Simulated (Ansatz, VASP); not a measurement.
One calculation of K, two programs

INCAR

```
ALGO = Fast
EDIFF = 1E-6
ENCUT = 520
GGA = PE
ISIF = 2
ISMEAR = 0
LASPH = True
LCHARG = False
LREAL = False
LWAVE = False
NBANDS = 10
NELM = 80
PREC = Accurate
SIGMA = 0.15
```

The input KPOINTS:

```
k-points
0
Gamma
  14 14 14
```

File POSCAR:

```
K
1.0
   -2.4871000000      2.4871000000      2.5525500000
    2.4871000000     -2.4871000000      2.5525500000
    2.4871000000      2.4871000000     -2.5525500000
K
1
Direct
    0.0000000000      0.0000000000      0.0000000000
```

Input for Ansatz:

```yaml
crystal:
  lattice:
    - [-2.4871, 2.4871, 2.55255]
    - [2.4871, -2.4871, 2.55255]
    - [2.4871, 2.4871, -2.55255]
  atoms:
    - { symbol: K, position: [0.0, 0.0, 0.0] }
basis:
  ecutwfc: 420
kpoints:
  mp_grid: { grid: [14, 14, 14] }
hamiltonian:
  xc: pbe
scf:
  occupations: { method: gaussian, width: 0.15 }
output:
  forces: true
  stress: true
  eigenvalues: true
  write_density: true
  write_potential: true
  elf: true
  volumetric_format: npy
```

Change from the starting cell: strain -0.050 along x and y, -0.025 along z, atoms carried along.

Alike in both runs: task single point; functional PBE; k mesh 14 × 14 × 14; occupations gaussian, width 0.15 eV; no spin polarisation.

|  | VASP | Ansatz |
| --- | --- | --- |
| version | VASP 6.6.1 | Ansatz 0.2.0 |
| potentials or method | VASP PAW PBE potentials, release 64 (K_sv), cutoff 520 eV | scalar-relativistic, plane waves, PAW |
| valence electrons in the cell | 9 | 9 |

|  | VASP | Ansatz | Ansatz less VASP |
| --- | --- | --- | --- |
| gap on the k mesh at the Fermi level (eV) | none | none | - |
| pressure (GPa) | 0.7 | 0.7 | +0.01 |

A gap of «none» marks a metal or a gap that the smearing closes.
